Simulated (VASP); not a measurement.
Here is a VASP 6.6.1 calculation.

INCAR

```
PREC = Accurate
ENCUT = 600
EDIFF = 1E-6
ISMEAR = 0
SIGMA = 0.1
LREAL = F
LASPH = T
NELM = 80
ALGO = Fast
ISIF = 3
LWAVE = F
LCHARG = F
GGA = PS
IBRION = 2
NSW = 80
EDIFFG = -0.01
```

Contents of KPOINTS:

```
regular mesh
0
Gamma
  20 20 20
```

The input POSCAR:

```
V
1.0
    0.0000000000      1.8857074329      1.8857074329
    1.8857074329      0.0000000000      1.8857074329
    1.8857074329      1.8857074329      0.0000000000
V
1
Direct
    0.0000000000      0.0000000000      0.0000000000
```

Potentials or basis: VASP PAW PBE potentials, release 64 (V_sv).

Command:

```console
$ cat potpaw_PBE.64/V_sv/POTCAR > POTCAR
$ mpirun -np 1 vasp_std > vasp.out
```

Problem. What does it give for the space group after relaxing (to 0.05 Å)?

Solution. Fm-3m (No. 225).

Problem. What does it give for the relaxed cell?

Solution. a = 2.666 Å, b = 2.666 Å, c = 2.666 Å, α = 60.00°, β = 60.00°, γ = 60.00°.

Final structure:
```cif
data_structure
_symmetry_space_group_name_H-M 'P 1'
_symmetry_Int_Tables_number 1
_cell_length_a 2.6660
_cell_length_b 2.6660
_cell_length_c 2.6660
_cell_angle_alpha 60.000
_cell_angle_beta 60.000
_cell_angle_gamma 60.000
_cell_volume 13.40
loop_
_atom_site_label
_atom_site_type_symbol
_atom_site_fract_x
_atom_site_fract_y
_atom_site_fract_z
_atom_site_occupancy
V1 V 0.00000 0.00000 0.00000 1
```
